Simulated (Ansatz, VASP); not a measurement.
# Pd: VASP beside Ansatz

INCAR

```
SYSTEM = Pd
  ALGO = Normal
  EDIFF = 1E-6
  ENCUT = 520
  GGA = PE
  ISIF = 2
  ISMEAR = -1
  ISPIN = 2
  LASPH = .True.
  LCHARG = .False.
  LMAXMIX = 4
  LORBIT = 11
  LREAL = .False.
  LWAVE = .False.
  MAGMOM = 0.5
  NBANDS = 15
  NELM = 150
  PREC = Accurate
  SIGMA = 0.05
```

File KPOINTS:

```
k-points
0
Gamma
  23 23 23
  0 0 0
```

File POSCAR:

```
Pd
1.0
   -1.5481685592      1.5481685592      1.5481685592
    1.5481685592     -1.5481685592      1.5481685592
    1.5481685592      1.5481685592     -1.5481685592
Pd
1
Direct
    0.0000000000      0.0000000000      0.0000000000
```

Input for Ansatz:

```yaml
crystal:
  lattice:
    - [-1.5481685592, 1.5481685592, 1.5481685592]
    - [1.5481685592, -1.5481685592, 1.5481685592]
    - [1.5481685592, 1.5481685592, -1.5481685592]
  atoms:
    - { symbol: Pd, position: [0.0, 0.0, 0.0], spin: 0.5 }
hamiltonian:
  xc: pbe
  pseudopotentials:
    kind: paw
    azcp:
      Pd: "pseudopotentials/Pd.paw.azcp"
basis:
  ecutwfc: 420
  fft_grid_basis: typed
kpoints:
  mp_grid: { grid: [23, 23, 23], shift: [0, 0, 0] }
magnetization:
  spin_polarized: true
scf:
  occupations: { method: fermi_dirac, width: 0.05 }
output:
  stress: true
```

Alike in both runs: task single point; functional PBE; k mesh 23 × 23 × 23; occupations fermi-dirac, width 0.05 eV; collinear spin.

|  | VASP | Ansatz |
| --- | --- | --- |
| version | VASP 6.6.1 | Ansatz 0.2.0 |
| potentials or method | VASP PAW PBE potentials, release 64 (Pd), cutoff 520 eV | plane waves (420 eV) with PAW, scalar-relativistic |
| valence electrons in the cell | 10 | 18 |

```tsv
	VASP	Ansatz	Ansatz less VASP
pressure (GPa)	6.9	7.3	+0.40
net moment per atom (μB)	0.00	0.00	0.000
```

VASP's potentials hold 10 valence electrons a cell and Ansatz's 18, so a difference there can come from the potentials and not from the codes. Ansatz's warnings: seeded moment not kept.
